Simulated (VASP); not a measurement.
# V (Fd-3m) in VASP: notebook, part 2 of 2

VASP 6.6.1. The steps go on from the part before.

## (4) Single point, LDA (18.59 Å³/atom)

This run uses another cell than the first one, of 18.59 Å³/atom.

File INCAR:

```
SYSTEM = V
PREC = Accurate ; ENCUT = 520
EDIFF = 1E-6 ; ISMEAR = -1
SIGMA = 0.1 ; LREAL = .False.
LASPH = .True. ; NELM = 80
ALGO = Normal ; ISIF = 2
LWAVE = .False. ; LCHARG = .False.
NBANDS = 20
```

File KPOINTS:

```
regular mesh
0
Gamma
  17 17 17
  0 0 0
```

File POSCAR:

```
V
1.0
    0.0000000000      2.6491038054      2.6491038054
    2.6491038054      0.0000000000      2.6491038054
    2.6491038054      2.6491038054      0.0000000000
V
2
Direct
    0.1250000000      0.1250000000      0.1250000000
    0.8750000000      0.8750000000      0.8750000000
```

Potentials or basis: VASP PAW LDA potentials, release 64 (V_sv).

The run is started by

```
$ cat potpaw_LDA.64/V_sv/POTCAR > POTCAR
$ mpirun -np 1 vasp_std > vasp.out
```

OUTCAR:

```text
SYSTEM = V
   PREC = Accurate
   ENCUT = 520
   EDIFF = 1E-6
   ISMEAR = -1
   LREAL = .False.
   LASPH = .True.
   NELM = 80
   ISIF = 2

 ion  position               nearest neighbor table
   1  0.125  0.125  0.125-   2 2.29   2 2.29   2 2.29   2 2.29
   2  0.875  0.875  0.875-   1 2.29   1 2.29   1 2.29   1 2.29

  LATTYP: Found a face centered cubic cell.
 ALAT       =     5.2982076108

  Lattice vectors:

 A1 = (   0.0000000000,   2.6491038054,   2.6491038054)
 A2 = (   2.6491038054,   0.0000000000,   2.6491038054)
 A3 = (   2.6491038054,   2.6491038054,   0.0000000000)

Analysis of symmetry for initial positions (statically):
=====================================================================
 Subroutine PRICEL returns:
 Original cell was already a primitive cell.

 Routine SETGRP: Setting up the symmetry group for a
 face centered cubic supercell.

 Subroutine GETGRP returns: Found 48 space group operations
 (whereof 12 operations were pure point group operations)
 out of a pool of 48 trial point group operations.

The static configuration has the point symmetry D_3d.
 The point group associated with its full space group is O_h .

Analysis of symmetry for dynamics (positions and initial velocities):
=====================================================================
 Subroutine PRICEL returns:
 Original cell was already a primitive cell.

 Routine SETGRP: Setting up the symmetry group for a
 face centered cubic supercell.

 Subroutine GETGRP returns: Found 48 space group operations
 (whereof 12 operations were pure point group operations)
 out of a pool of 48 trial point group operations.

The dynamic configuration has the point symmetry D_3d.
 The point group associated with its full space group is O_h .

 Subroutine INISYM returns: Found 48 space group operations
 (whereof 12 operations are pure point group operations),
 and found     1 'primitive' translations

----------------------------------------------------------------------------------------

                                     Primitive cell

  volume of cell :      37.1815

  direct lattice vectors                    reciprocal lattice vectors
     0.000000000  2.649103805  2.649103805    -0.188743076  0.188743076  0.188743076
     2.649103805  0.000000000  2.649103805     0.188743076 -0.188743076  0.188743076
     2.649103805  2.649103805  0.000000000     0.188743076  0.188743076 -0.188743076

  length of vectors
     3.746398530  3.746398530  3.746398530     0.326912597  0.326912597  0.326912597

  position of ions in fractional coordinates (direct lattice)
     0.125000000  0.125000000  0.125000000
     0.875000000  0.875000000  0.875000000

  ion indices of the primitive-cell ions
   primitive index   ion index
                 1           1
                 2           2

----------------------------------------------------------------------------------------

 KPOINTS: regular mesh

Automatic generation of k-mesh.
 Grid dimensions read from file:
 generate k-points for:   17   17   17

 Generating k-lattice:

  Cartesian coordinates                     Fractional coordinates (reciprocal lattice)
    -0.011102534  0.011102534  0.011102534     0.058823529  0.000000000  0.000000000
     0.011102534 -0.011102534  0.011102534     0.000000000  0.058823529  0.000000000
     0.011102534  0.011102534 -0.011102534     0.000000000  0.000000000  0.058823529

  Length of vectors
     0.019230153  0.019230153  0.019230153

  Shift w.r.t. Gamma in fractional coordinates (k-lattice)
     0.000000000  0.000000000  0.000000000

 Subroutine IBZKPT returns following result:
 ===========================================

 Found    165 irreducible k-points:

 Following reciprocal coordinates:
            Coordinates               Weight
  0.000000  0.000000  0.000000      1.000000
  0.058824  0.000000  0.000000      8.000000
  0.117647  0.000000  0.000000      8.000000
  0.176471  0.000000  0.000000      8.000000
  0.235294  0.000000  0.000000      8.000000
  0.294118  0.000000  0.000000      8.000000
[... 16 lines left out ...]
 -0.176471  0.058824  0.000000     24.000000
 -0.117647  0.058824  0.000000     24.000000
 [... further k-points ...]
   k-points           NKPTS =    165   k-points in BZ     NKDIM =    165   number of bands    NBANDS=     20
   number of dos      NEDOS =    301   number of ions     NIONS =      2
   total plane-waves  NPLWV =  21952
   dimension x,y,z NGX =    28 NGY =   28 NGZ =   28
   dimension x,y,z NGXF=    56 NGYF=   56 NGZF=   56
   ions per type =               2
   NGX,Y,Z   is equivalent  to a cutoff of  12.42, 12.42, 12.42 a.u.
   NGXF,Y,Z  is equivalent  to a cutoff of  24.85, 24.85, 24.85 a.u.
 SYSTEM =  V
   PREC   = accura    normal or accurate (medium, high low for compatibility)
   ISTART =      0    job   : 0-new  1-cont  2-samecut
   ICHARG =      2    charge: 1-file 2-atom 10-const
   ISPIN  =      1    spin polarized calculation?
   LNONCOLLINEAR =      F non collinear calculations
   LSORBIT =      F    spin-orbit coupling
   LASPH  =      T    aspherical Exc in radial PAW
   ENCUT  =  520.0 eV  38.22 Ry    6.18 a.u.   6.97  6.97  6.97*2*pi/ulx,y,z
   NELM   =     80;   NELMIN=  2; NELMDL= -5     # of ELM steps
   EDIFF  = 0.1E-05   stopping-criterion for ELM
   LREAL  =      F    real-space projection
   EDIFFG = 0.1E-04   stopping-criterion for IOM
   NSW    =      0    number of steps for IOM
   IBRION =     -1    ionic relax: 0-MD 1-quasi-New 2-CG
   NFREE  =      0    steps in history (QN), initial steepest desc. (CG)
   ISIF   =      2    stress and relaxation
   ISYM   =      2    0-nonsym 1-usesym 2-fastsym
   POTIM  = 0.5000    time-step for ionic-motion
   TEBEG  =    0.0;   TEEND  =   0.0 temperature during run
   PSTRESS=    0.0 pullay stress
   NELECT =      26.0000    total number of electrons
   NUPDOWN=      -1.0000    fix difference up-down
   EMIN   =  10.00;   EMAX   =-10.00  energy-range for DOS
   EFERMI =   0.00;   METHOD = LEGACY
   ISMEAR =    -1;   SIGMA  =   0.10  broadening in eV -4-tet -1-fermi 0-gaus
   EFERMI_NEDOS =   21; number of points for ismear=-14 and -15
   IALGO  =     38    algorithm
   IMIX   =      4    mixing-type and parameters
     AMIX     =   0.40;   BMIX     =  1.00
     AMIX_MAG =   1.60;   BMIX_MAG =  1.00
  volume/ion in A,a.u.               =      18.59       125.46
  Fermi-wavevector in a.u.,A,eV,Ry     =   1.453083  2.745928 28.728009  2.111449
  Thomas-Fermi vector in A             =   2.570390
   LORBIT       =      0    0 simple, 1 ext, 2 COOP (PROOUT), +10 PAW based schemes
   GGA     = CA    functional components
   LHFCALC =     F    Hartree Fock is set to
   AEXX    =    0.0000 exact exchange contribution
   IVDW    =     0    specifies the selected vdW correction
   LEPSILON=     F    determine dielectric tensor
   LRPA    =     F    only Hartree local field effects (RPA)
 non-spin polarized calculation
  energy-cutoff  :      520.00
  volume of cell :       37.18
 maximum number of plane-waves:      1018
   NGX = 13   NGY = 13   NGZ = 13

 number of electron      26.0000015 magnetization

 Free energy of the ion-electron system (eV)
  ---------------------------------------------------
  ext. energy  EPLUGINS =         0.00000000
  ---------------------------------------------------
  free energy    TOTEN  =       -15.04913481 eV

  energy without entropy =      -14.88457762  energy(sigma->0) =      -14.96685621

 E-fermi :   5.9638     XC(G=0): -11.1752

 val. band max:        5.9584574251   @ k =  -0.2353   0.0588   0.0000
 cond. band min:       5.9680700817   @ k =  -0.4706   0.4118   0.0000
 fundamental gap:      0.0096126566
 Fermi energy:         5.9638038458

 k-point     1 :       0.0000    0.0000    0.0000
  band No.  band energies     occupation
      1     -56.9831      2.00000
      2     -56.3380      2.00000
      3     -31.4480      2.00000
      4     -31.4480      2.00000
      5     -31.4480      2.00000
      6     -30.5835      2.00000
[... 12 lines left out ...]
     19       9.7048      0.00000
     20      19.1910      0.00000

 k-point     2 :       0.0588    0.0000    0.0000
  band No.  band energies     occupation
      1     -56.9791      2.00000
      2     -56.3422      2.00000
      3     -31.4521      2.00000
      4     -31.4521      2.00000
      5     -31.4482      2.00000
      6     -30.5839      2.00000
[... 498 lines left out ...]
 k-point    24 :      -0.1176    0.0588    0.0000
  band No.  band energies     occupation
      1     -56.9582      2.00000
      2     -56.3640      2.00000
      3     -31.4857      2.00000
      4     -31.4659      2.00000
      5     -31.4411      2.00000
      6     -30.5936      2.00000
[... 12 lines left out ...]
     19       9.7601      0.00000
     20      16.1880      0.00000

 [... further k-points ...]
[... 5 lines left out ...]
  --------------------------------------------------------------------------------------
  -------------------------------------------------------------------------------------
  Total       -1.6170077     -1.6170077     -1.6170077     -0.0000000     -0.0000000      0.0000000
  in kB      -69.6780100    -69.6780100    -69.6780100     -0.0000000     -0.0000000      0.0000000
  external PRESSURE =     -69.6780100 kB  Pullay stress =       0.0000000 kB

 VOLUME and BASIS-vectors are now :
 -----------------------------------------------------------------------------
  energy-cutoff  :      520.00
  volume of cell :       37.18
      direct lattice vectors                 reciprocal lattice vectors
     0.000000000  2.649103805  2.649103805    -0.188743076  0.188743076  0.188743076
     2.649103805  0.000000000  2.649103805     0.188743076 -0.188743076  0.188743076
     2.649103805  2.649103805  0.000000000     0.188743076  0.188743076 -0.188743076

 POSITION                                       TOTAL-FORCE (eV/Angst)
 -----------------------------------------------------------------------------------
      0.66228      0.66228      0.66228         0.000000      0.000000      0.000000
      4.63593      4.63593      4.63593        -0.000000     -0.000000     -0.000000
 -----------------------------------------------------------------------------------
    total drift:                                0.000000      0.000000     -0.000000

  FREE ENERGIE OF THE ION-ELECTRON SYSTEM (eV)
  ---------------------------------------------------
  free  energy   TOTEN  =       -15.0491348063 eV

  energy  without entropy=      -14.8845776201  energy(sigma->0) =      -14.96685621
```

Wall time 2.4 min (1 thread of Intel Xeon 8259CL, shared host); peak memory 0.21 GiB.

What came out:

```
Free energy            : -15.0491 eV
Pressure               : -7.0 GPa
Band gap on the k mesh : zero (bands 13 and 14 overlap by 0.90 eV)
```

Caveat: the cell stands under tension.

## (5) Overview

| cell | gap on the mesh (eV) | pressure (GPa) |
| --- | --- | --- |
| a = 3.655 Å, angles 60.0°, 2 atoms | none | -2.2 |
| a = 3.701 Å, angles 60.0°, 2 atoms | none | -4.8 |
| a = 3.746 Å, angles 60.0°, 2 atoms | none | -7.0 |

Alike in all rows: task single point; level LDA; potentials or basis VASP PAW LDA potentials, release 64 (V_sv); no spin polarisation; k mesh 17 × 17 × 17; cutoff (eV) 520; smearing fermi-dirac 0.1 eV.

Caveats: the cell stands under tension (at least some runs).

Total energies depend on the potentials used, so only differences within one code and one set of settings carry meaning.
